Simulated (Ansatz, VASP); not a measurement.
# Two plane-wave programs on Hf2N

```xyz
6
Lattice="5.1896 0.0000 0.0000 0.0000 5.1896 0.0000 0.0000 0.0000 3.1629" Properties=species:S:1:pos:R:3 pbc="T T T"
Hf    1.5292    1.5292    0.0000
Hf    3.6605    3.6605    0.0000
Hf    4.1240    1.0657    1.5815
Hf    1.0657    4.1240    1.5815
N     0.0000    0.0000    0.0000
N     2.5948    2.5948    1.5815
```

Change from the starting cell: equal strain along all axes, cell held, atoms relaxed: -2.0 %.

Alike in both runs: functional PBEsol; k mesh 8 × 8 × 12; occupations gaussian, width 0.1 eV; no spin polarisation.

Ansatz relaxed the structure, and its values are those at the end. VASP's run is a single point on that final structure, the one shown.

|  | VASP | Ansatz |
| --- | --- | --- |
| version | VASP 6.6.1 | Ansatz 0.2.0 |
| potentials or method | VASP PAW PBE potentials, release 64 (Hf_pv, N), cutoff 520 eV | scalar-relativistic, plane waves, PAW |
| valence electrons in the cell | 50 | 114 |

```tsv
	VASP	Ansatz	Ansatz less VASP
gap on the k mesh at the Fermi level (eV)	none	none	-
pressure (GPa)	13.2	14.1	+0.91
```

VASP's potentials were made for PBE, not for PBEsol. A gap of «none» marks a metal or a gap that the smearing closes. VASP's potentials hold 50 valence electrons a cell and Ansatz's 114, so a difference there can come from the potentials and not from the codes. Ansatz's warnings: stress scf threshold loose.

Spin-orbit coupling is off throughout.
